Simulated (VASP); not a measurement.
Here is a VASP 6.6.1 calculation.

INCAR

```
ALGO = Normal
EDIFF = 1E-6
ENCUT = 500
GGA = PS
GGA_COMPAT = F
ISIF = 2
ISMEAR = -1
LASPH = T
LCHARG = F
LREAL = F
LWAVE = F
NBANDS = 17
NELM = 120
PREC = Accurate
SIGMA = 0.08
```

File KPOINTS:

```
k-points
0
Gamma
  15 15 9
```

POSCAR

```
Hf
1.0
    2.7273824558      0.0000000000      0.0000000000
   -1.3636912279      2.3619824925      0.0000000000
    0.0000000000      0.0000000000      4.5611018127
Hf
2
Direct
    0.3333333333      0.6666666667      0.2500000000
    0.6666666667      0.3333333333      0.7500000000
```

Potentials or basis: VASP PAW PBE potentials, release 64 (Hf_pv).

The run is started by

```sh
$ cat potpaw_PBE.64/Hf_pv/POTCAR > POTCAR
$ mpirun -np 1 vasp_std > vasp.out
```

**Question.** Predict the band gap on the k mesh.

**Answer.** Zero (bands 10 and 11 overlap by 1.93 eV).

**Question.** What does it give for the pressure?

**Answer.** 81.1 GPa.

Stress tensor (GPa, compression positive):
```
81.21  0.00  0.00
 0.00 81.21  0.00
 0.00  0.00 80.81
```

Caveat: the cell stands under pressure; the PAW data sets were made with another functional, which shifts forces and pressure a little; spin-orbit coupling is left out, which moves the levels of the heavy elements.
